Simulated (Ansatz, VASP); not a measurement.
Two plane-wave programs on Ni

```xyz
1
Lattice="0.0000 1.7554 1.7554 1.7554 0.0000 1.7554 1.7554 1.7554 0.0000" Properties=species:S:1:pos:R:3 pbc="T T T"
Ni    0.0000    0.0000    0.0000
```

Alike in both runs: task single point; functional PBE; k mesh 22 × 22 × 22; occupations gaussian, width 0.05 eV; no spin polarisation.

|  | VASP | Ansatz |
| --- | --- | --- |
| version | VASP 6.6.1 | Ansatz 0.2.0 |
| potentials or method | VASP PAW PBE potentials, release 64 (Ni), cutoff 520 eV | scalar-relativistic, plane waves, PAW |
| valence electrons in the cell | 10 | 18 |

|  | VASP | Ansatz | Ansatz less VASP |
| --- | --- | --- | --- |
| gap on the k mesh at the Fermi level (eV) | none | none | - |
| pressure (GPa) | 0.2 | 0.0 | -0.18 |

A gap of «none» marks a metal or a gap that the smearing closes. With one functional, cell and mesh, what is left measures potentials, basis and numerics. VASP's potentials hold 10 valence electrons a cell and Ansatz's 18, so a difference there can come from the potentials and not from the codes.
